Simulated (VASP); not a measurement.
## BP: single point with HSE06

Crystal: BP.

```
B P
1.0
     0.00000    2.26832    2.29100
     2.26832    0.00000    2.29100
     2.26832    2.26832    0.00000
B P
1 1
Direct
  0.00000 0.00000 0.00000
  0.25000 0.25000 0.25000
```

This cell differs from its parent crystal: uniaxial z strain +1.0%.

- Program: VASP 6.6.1
- Task: single point
- Functional: HSE06
- Potentials or basis: VASP PAW PBE potentials, release 64 (B, P)
- Cutoff: 520 eV
- k mesh: 6 × 6 × 6
- Occupations: gaussian, width 0.01 eV
- Spin: no spin polarisation

The pressure is -3.5 GPa and the band gap on the k mesh is 2.01 eV, indirect (least direct gap 4.27 eV).

Stress tensor (GPa, compression positive):
```
-2.58  0.00  0.00
 0.00 -2.58  0.00
 0.00  0.00 -5.43
```

Levels at points of the mesh, in eV from the valence-band top:
| k point | band 1 | band 2 | band 3 | band 4 | band 5 | band 6 | band 7 | band 8 | band 9 |
| --- | --- | --- | --- | --- | --- | --- | --- | --- | --- |
| (0.00, 0.00, 0.00) | -17.04 | -0.10 | 0.00 | 0.00 | 4.27 | 4.27 | 4.33 | 8.51 | 12.50 |
| (0.50, 0.00, 0.00) | -13.41 | -9.96 | -2.02 | -1.89 | 4.63 | 5.64 | 5.73 | 11.30 | 16.04 |
| (0.50, 0.50, 0.00) | -11.77 | -9.62 | -4.45 | -4.45 | 2.12 | 2.48 | 13.71 | 13.71 | 16.74 |
| (0.50, 0.00, 0.50) | -11.67 | -9.52 | -4.57 | -4.55 | 2.01 | 2.33 | 13.59 | 13.81 | 16.83 |

It took 13 min on 1 thread of AMD EPYC 7R13 (shared host), peak memory 0.21 GiB.

Caveat: the cell differs from its parent crystal (uniaxial z strain +1.0%); the PAW data sets were made with another functional, which shifts forces and pressure a little. A k mesh can miss the band edges.
